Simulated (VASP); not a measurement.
Here is a VASP 6.6.1 calculation.

Contents of INCAR:

```
PREC = Accurate
ENCUT = 520
EDIFF = 1E-7
ISMEAR = 0
SIGMA = 0.01
LREAL = Auto
LASPH = T
NELM = 150
ALGO = Normal
ISIF = 2
LWAVE = F
LCHARG = F
ISPIN = 2
MAGMOM = 0 0 0 0 0 0 0 0 0 0 0 0 0 0 0 0.75 0 0 0.75 0 0.75 0 0 0 0 0 0 0.75 0 0 0
LORBIT = 11
GGA = PE
NBANDS = 88
```

KPOINTS

```
Automatic mesh
0
Gamma
  2 2 2
  0.5 0.5 0.5
```

Contents of POSCAR:

```
B15P16
1.0
   -4.5481927936      4.5481927936     -4.5481927936
    4.5481927936     -4.5481927936     -4.5481927936
   -4.5481927936     -4.5481927936      4.5481927936
B P
15 16
Direct
    0.7497322566      0.2500000000      0.9997643361
    0.5000000000      0.2500000000      0.2500000000
    0.2497643361     -0.0002677434      0.7500000000
    0.2497643361      0.2500000000      0.4997322566
    1.0000000000      0.9997322566      0.9997643361
    0.7502356639      0.0002356639      0.2499679206
    0.5000000000      0.7500000000      0.7500000000
    0.4999679206      0.0002356639      0.5002356639
    0.2502677434      0.7500320795      1.0002677434
    0.0000000000      0.7500000000      0.2500000000
    0.7497322566      0.4997643361      0.7500000000
    0.7502356639      0.7499679206      0.5002356639
    0.5000320795      0.5002677434      1.0002677434
    0.2502677434      0.5002677434      0.2500320795
    0.0000000000      0.4997643361      0.4997322566
    0.0000000000      0.5054871886      0.7500000000
    0.7506775759      0.4999677248     -0.0000322752
    0.4992901489      0.4993224241      0.2492901489
    0.2554871886      0.2500000000      0.7500000000
    0.2499677248      0.4999677248      0.5006775759
    0.0000000000      0.2500000000      0.0054871886
    0.7500322752      0.2500000000      0.2507098511
    0.5007098511      0.0000322752      0.7500000000
    0.5007098511      0.2500000000      0.5000322752
    0.2499677248      0.0006775759     -0.0000322752
    0.0000000000      0.0000322752      0.2507098511
    0.7500322752      0.7507098511      0.7500000000
    0.7445128114     -0.0054871886      0.4945128114
    0.4992901489      0.7492901489     -0.0006775759
    0.2493224241      0.7492901489      0.2492901489
    0.0000000000      0.7507098511      0.5000322752
```

Potentials or basis: VASP PAW PBE potentials, release 64 (B, P).

The run is started by

```sh
$ cat potpaw_PBE.64/B/POTCAR potpaw_PBE.64/P/POTCAR > POTCAR
$ mpirun -np 1 vasp_std > vasp.out
```

(1) Predict the net moment.

(2) Predict the site moments.

(3) What does it give for the largest force?

Results:

(1) 1.50 μB per cell.

(2) B +0.01; P +0.13, +0.01 (each value once) μB.

(3) 0.029 eV/Å.

Caveat: the k points lie up to 0.49 Å⁻¹ apart; the cell differs from its parent crystal (atoms taken out, then relaxed in part); a moment this small can come from the mesh or the smearing.
